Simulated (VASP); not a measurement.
Wanted: the native input for a VASP 6.6.1 run.

| Quantity | Value |
| --- | --- |
| Task | relaxation of cell and atoms |
| Functional | r2SCAN |
| Potentials or basis | VASP PAW PBE potentials, release 64 (Hf_pv, B) |
| Cutoff | 600 eV |
| k mesh | 15 × 15 × 12 |
| Occupations | gaussian, width 0.1 eV |
| Spin | no spin polarisation |
| Dipole correction | no |
| Further INCAR settings | ALGO = Normal; EDIFF = 1e-07; IBRION = 2; EDIFFG = -0.002; NSW = 100; ISIF = 3 |

HfB2:

```
Hf B
1.0
     3.13268    0.00000    0.00000
    -1.56634    2.71298    0.00000
     0.00000    0.00000    3.47921
Hf B
1 2
Cartesian
  0.0000 0.0000 0.0000
  0.0000 1.8087 1.7396
  1.5663 0.9043 1.7396
```

The input as run:

POSCAR

```
HfB2
1.0
    3.1326790800      0.0000000000      0.0000000000
   -1.5663395400      2.7129796700      0.0000000000
    0.0000000000      0.0000000000      3.4792139900
Hf B
1 2
Direct
    0.0000000000      0.0000000000      0.0000000000
    0.3333333300      0.6666666700      0.5000000000
    0.6666666700      0.3333333300      0.5000000000
```

INCAR.step1

```
SYSTEM = HfB2
  ALGO = Normal
  EDIFF = 1E-4
  ENCUT = 600
  GGA = PE
  ISMEAR = 0
  LASPH = .True.
  LCHARG = .False.
  LREAL = .False.
  LWAVE = .True.
  NELM = 60
  PREC = Accurate
  SIGMA = 0.1
```

INCAR.step2

```
SYSTEM = HfB2
  ALGO = Normal
  EDIFF = 1E-7
  EDIFFG = -0.002
  ENCUT = 600
  IBRION = 2
  ISIF = 3
  ISMEAR = 0
  ISTART = 1
  LASPH = .True.
  LCHARG = .False.
  LMIXTAU = .True.
  LREAL = .False.
  LWAVE = .False.
  METAGGA = R2SCAN
  NELM = 60
  NSW = 100
  PREC = Accurate
  SIGMA = 0.1
```

KPOINTS

```
k-points
0
Gamma
  15 15 12
  0 0 0
```

Potentials or basis: VASP PAW PBE potentials, release 64 (Hf_pv, B).

Command:

```sh
$ cat potpaw_PBE.64/Hf_pv/POTCAR potpaw_PBE.64/B/POTCAR > POTCAR
$ cp INCAR.step1 INCAR
$ mpirun -np 1 vasp_std > vasp.out
$ cp INCAR.step2 INCAR
$ mpirun -np 1 vasp_std > vasp.out
```

It gave:

- Energy gained by relaxing: 0.0 meV/atom
- Ionic steps: 5
- Pressure after relaxing: 0.0 GPa
- Band gap on the k mesh: zero (bands 8 and 9 overlap by 1.10 eV)

Caveat: the PAW data sets were made with another functional, which shifts forces and pressure a little; spin-orbit coupling is left out, which moves the levels of the heavy elements.

Wall time 7.9 min on 1 thread of Intel(R) Xeon(R) Platinum 8559C (Emerald Rapids), on a shared host, peak memory 0.24 GiB.
